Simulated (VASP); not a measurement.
# AlAs (F-43m) in VASP: vibrations by perturbation theory with LDA

Aim: the vibrations by perturbation theory of AlAs with LDA.

Everything below comes from runs of VASP 6.6.1. Logs are shortened: lines on timing, memory, paths and dates and some standing lists are left out, and cuts for length are marked.

### Step 1. The cell of the first run

It takes space group F-43m (No. 216, cubic). Conventional cell: a = 5.629 Å, b = 5.629 Å, c = 5.629 Å, α = 90.00°, β = 90.00°, γ = 90.00°. Al (site symmetry -43m) has 4 As at 2.44 Å within 3.2 Å. As (site symmetry -43m) has 4 Al at 2.44 Å within 3.2 Å.

### Step 2. Vibrations by perturbation theory, LDA

INCAR reads:

```
SYSTEM = AlAs
ALGO = Normal ; EDIFF = 1E-8
ENCUT = 500 ; GGA = CA
GGA_COMPAT = .False. ; IBRION = 8
ISIF = 2 ; ISMEAR = 0
LASPH = .True. ; LCHARG = .True.
LEPSILON = .True. ; LREAL = .False.
LWAVE = .False. ; NBANDS = 11
NELM = 120 ; NSW = 1
PREC = Accurate ; SIGMA = 0.01
```

KPOINTS reads:

```
k-points
0
Gamma
  8 8 8
  0 0 0
```

POSCAR reads:

```
AlAs
1.0
    0.0000000000      2.8146124515      2.8146124515
    2.8146124515      0.0000000000      2.8146124515
    2.8146124515      2.8146124515      0.0000000000
Al As
1 1
Direct
    0.0000000000      0.0000000000      0.0000000000
    0.2500000000      0.2500000000      0.2500000000
```

Potentials or basis: VASP PAW LDA potentials, release 64 (Al, As).

Run with:

```console
$ cat potpaw_LDA.64/Al/POTCAR potpaw_LDA.64/As/POTCAR > POTCAR
$ mpirun -np 1 vasp_std > vasp.out
```

OUTCAR:

```text
SYSTEM = AlAs
   EDIFF = 1E-8
   ENCUT = 500
   GGA = CA
   IBRION = 8
   ISIF = 2
   ISMEAR = 0
   LASPH = .True.
   LEPSILON = .True.
   LREAL = .False.
   NELM = 120
   NSW = 1
   PREC = Accurate

 ion  position               nearest neighbor table
   1  0.000  0.000  0.000-   2 2.44   2 2.44   2 2.44   2 2.44
   2  0.250  0.250  0.250-   1 2.44   1 2.44   1 2.44   1 2.44

  LATTYP: Found a face centered cubic cell.
 ALAT       =     5.6292249030

  Lattice vectors:

 A1 = (   0.0000000000,   2.8146124515,   2.8146124515)
 A2 = (   2.8146124515,   0.0000000000,   2.8146124515)
 A3 = (   2.8146124515,   2.8146124515,   0.0000000000)

Analysis of symmetry for initial positions (statically):
=====================================================================
 Subroutine PRICEL returns:
 Original cell was already a primitive cell.

 Routine SETGRP: Setting up the symmetry group for a
 face centered cubic supercell.

 Subroutine GETGRP returns: Found 24 space group operations
 (whereof 24 operations were pure point group operations)
 out of a pool of 48 trial point group operations.

The static configuration has the point symmetry T_d .

Analysis of symmetry for dynamics (positions and initial velocities):
=====================================================================
 Subroutine PRICEL returns:
 Original cell was already a primitive cell.

 Routine SETGRP: Setting up the symmetry group for a
 face centered cubic supercell.

 Subroutine GETGRP returns: Found 24 space group operations
 (whereof 24 operations were pure point group operations)
 out of a pool of 48 trial point group operations.

The dynamic configuration has the point symmetry T_d .

 Subroutine INISYM returns: Found 24 space group operations
 (whereof 24 operations are pure point group operations),
 and found     1 'primitive' translations

----------------------------------------------------------------------------------------

                                     Primitive cell

  volume of cell :      44.5950

  direct lattice vectors                    reciprocal lattice vectors
     0.000000000  2.814612451  2.814612451    -0.177644350  0.177644350  0.177644350
     2.814612451  0.000000000  2.814612451     0.177644350 -0.177644350  0.177644350
     2.814612451  2.814612451  0.000000000     0.177644350  0.177644350 -0.177644350

  length of vectors
     3.980463102  3.980463102  3.980463102     0.307689040  0.307689040  0.307689040

  position of ions in fractional coordinates (direct lattice)
     0.000000000  0.000000000  0.000000000
     0.250000000  0.250000000  0.250000000

  ion indices of the primitive-cell ions
   primitive index   ion index
                 1           1
                 2           2

----------------------------------------------------------------------------------------

 KPOINTS: k-points

Automatic generation of k-mesh.
 Grid dimensions read from file:
 generate k-points for:    8    8    8

 Generating k-lattice:

  Cartesian coordinates                     Fractional coordinates (reciprocal lattice)
[... 486 lines left out ...]
  ---------------------------------------------------
  ---------------------------------------------------
  free energy    TOTEN  =        -1.18861921 eV

  energy without entropy =       -1.18861921

------------------------ aborting loop because EDIFF is reached ----------------------------------------

--------------------------------------- Ionic step        2  -------------------------------------------

------------------------ aborting loop because EDIFF is reached ----------------------------------------

--------------------------------------- Ionic step        3  -------------------------------------------

------------------------ aborting loop because EDIFF is reached ----------------------------------------

 PIEZOELECTRIC TENSOR FIELD DIRECTION 3  (e Angst)
 -----------------------------------------------------------------------------
    -0.00060 -1.84171  0.00000           (  0.00000  0.04334  0.00000)
    -1.84171 -0.00060  0.00000           (  0.04334  0.00000  0.00000)
     0.00000  0.00000 -0.00035           (  0.00000  0.00000  0.00000)

 PIEZOELECTRIC TENSOR FIELD DIRECTION 3  (C/m^2)
 -----------------------------------------------------------------------------
    -0.00022 -0.66168  0.00000
    -0.66168 -0.00022  0.00000
     0.00000  0.00000 -0.00012

--------------------------------------- Ionic step        4  -------------------------------------------

------------------------ aborting loop because EDIFF is reached ----------------------------------------

[... ionic steps 5 to 6 ...]

--------------------------------------- Ionic step        7  -------------------------------------------

 Free energy of the ion-electron system (eV)
  ---------------------------------------------------
  ---------------------------------------------------
  free energy    TOTEN  =        -0.04663851 eV

  energy without entropy =       -0.04663851

------------------------ aborting loop because EDIFF is reached ----------------------------------------

 INTERNAL STRAIN TENSOR  FOR ION    2  DIRECTION 1   (eV/Angst):
 -----------------------------------------------------------------------------
     0.00358  0.00000  0.00000
     0.00000  0.00024 -8.11064
     0.00000 -8.11064  0.00024

 MACROSCOPIC STATIC DIELECTRIC TENSOR (including local field effects in DFT)
 ------------------------------------------------------
           9.978969    -0.000000     0.000000
           0.000000     9.978969    -0.000000
          -0.000000     0.000000     9.978969
 ------------------------------------------------------

 PIEZOELECTRIC TENSOR (including local field effects)  for field in x, y, z        (e  Angst)
          XX          YY          ZZ          XY          YZ          ZX
  --------------------------------------------------------------------------------
  x    -0.00000     0.00000    -0.00000     0.00000    -1.84639     0.00000
  y     0.00000     0.00000    -0.00000     0.00000     0.00000    -1.84639
  z     0.00000     0.00000     0.00000    -1.84639     0.00000     0.00000

 PIEZOELECTRIC TENSOR (including local field effects)  for field in x, y, z        (C/m^2)
          XX          YY          ZZ          XY          YZ          ZX
  --------------------------------------------------------------------------------
  x    -0.00000     0.00000    -0.00000     0.00000    -0.66336     0.00000
  y     0.00000     0.00000    -0.00000     0.00000     0.00000    -0.66336
  z     0.00000     0.00000     0.00000    -0.66336     0.00000     0.00000

 BORN EFFECTIVE CHARGES (including local field effects) (in |e|, cummulative output)
 ---------------------------------------------------------------------------------
 ion    1
    1     2.15174     0.00000    -0.00000
    2     0.00000     2.15174    -0.00000
    3     0.00000     0.00000     2.15174
 ion    2
    1    -2.15174    -0.00000     0.00000
    2    -0.00000    -2.15174     0.00000
    3    -0.00000    -0.00000    -2.15174

 INTERNAL STRAIN TENSOR FOR ION    2 for displacements in x,y,z  (eV/Angst):
          X           Y           Z          XY          YZ          ZX
  --------------------------------------------------------------------------------
  x     0.00000     0.00000     0.00000     0.00000    -8.11064     0.00000
  y     0.00000     0.00000     0.00000     0.00000     0.00000    -8.11064
  z     0.00000     0.00000     0.00000    -8.11064     0.00000     0.00000

 SECOND DERIVATIVES (NOT SYMMETRIZED)
 ------------------------------------
               1X          1Y          1Z          2X          2Y          2Z
  1X    -9.499884    0.000000    0.000000    9.499884    0.000000    0.000000
  1Y     0.000000   -9.499884    0.000000    0.000000    9.499884    0.000000
  1Z     0.000000    0.000000   -9.499884    0.000000    0.000000    9.499884
  2X     9.505826    0.000000    0.000000   -9.505826    0.000000    0.000000
  2Y     0.000000    9.505826    0.000000    0.000000   -9.505826    0.000000
  2Z     0.000000    0.000000    9.505826    0.000000    0.000000   -9.505826

 Eigenvectors and eigenvalues of the dynamical matrix
 ----------------------------------------------------

   1 f  =   10.819461 THz    67.980679 2PiTHz  360.898373 cm-1    44.745675 meV
             X         Y         Z           dx          dy          dz
      0.000000  0.000000  0.000000    -0.857384    0.000000    0.000000
      1.407306  1.407306  1.407306     0.514678    0.000000    0.000000
[... 21 lines left out ...]
   6 f/i=    0.001492 THz     0.009377 2PiTHz    0.049782 cm-1     0.006172 meV
             X         Y         Z           dx          dy          dz
      0.000000  0.000000  0.000000     0.000000    0.455162    0.240251
      1.407306  1.407306  1.407306     0.000000    0.758239    0.400225

--------------------------------------------------------------------------------------------------------

 MACROSCOPIC STATIC DIELECTRIC TENSOR IONIC CONTRIBUTION
 ------------------------------------------------------
           1.976988    -0.000000    -0.000000
          -0.000000     1.976988    -0.000000
          -0.000000    -0.000000     1.976988
 ------------------------------------------------------

 ELASTIC MODULI CONTR FROM IONIC RELAXATION (kBar)
 Direction    XX          YY          ZZ          XY          YZ          ZX
 --------------------------------------------------------------------------------
 XX          -0.0000      0.0000      0.0000     -0.0000      0.0000     -0.0000
 YY           0.0000     -0.0000     -0.0000     -0.0000     -0.0000      0.0000
 ZZ           0.0000     -0.0000     -0.0000      0.0000     -0.0000     -0.0000
 XY          -0.0000     -0.0000      0.0000   -245.2866      0.0000      0.0000
 YZ           0.0000     -0.0000     -0.0000      0.0000   -245.2866      0.0000
 ZX          -0.0000      0.0000     -0.0000      0.0000      0.0000   -245.2866
 --------------------------------------------------------------------------------

 PIEZOELECTRIC TENSOR IONIC CONTR  for field in x, y, z        (C/m^2)
          XX          YY          ZZ          XY          YZ          ZX
  --------------------------------------------------------------------------------
  x    -0.00000     0.00000     0.00000    -0.00000     0.65526    -0.00000
  y     0.00000    -0.00000     0.00000    -0.00000    -0.00000     0.65526
  z     0.00000     0.00000    -0.00000     0.65526    -0.00000    -0.00000
```

It took 2.9 min on 1 thread of Intel Xeon 6975P-C (Granite Rapids), shared host; peak memory 0.24 GiB.

What came out:

```
Electronic dielectric tensor (diagonal)                 : 9.98
Born charges (mean of the diagonal)                     : Al +2.15; As -2.15 e
Highest phonon frequency at Γ, LO-TO splitting left out : 361 cm⁻¹
```

Phonon frequencies in cm⁻¹ (negative: imaginary):
| q point | frequencies |
| --- | --- |
| (0.000, 0.000, 0.000) | 0 0 0 361 361 361 |

Electronic dielectric tensor:
```
9.98 0.00 0.00
0.00 9.98 0.00
0.00 0.00 9.98
```

Born effective charge tensors (e):
atom 1, Al
```
2.15 0.00 0.00
0.00 2.15 0.00
0.00 0.00 2.15
```
atom 2, As
```
-2.15  0.00  0.00
 0.00 -2.15  0.00
 0.00  0.00 -2.15
```
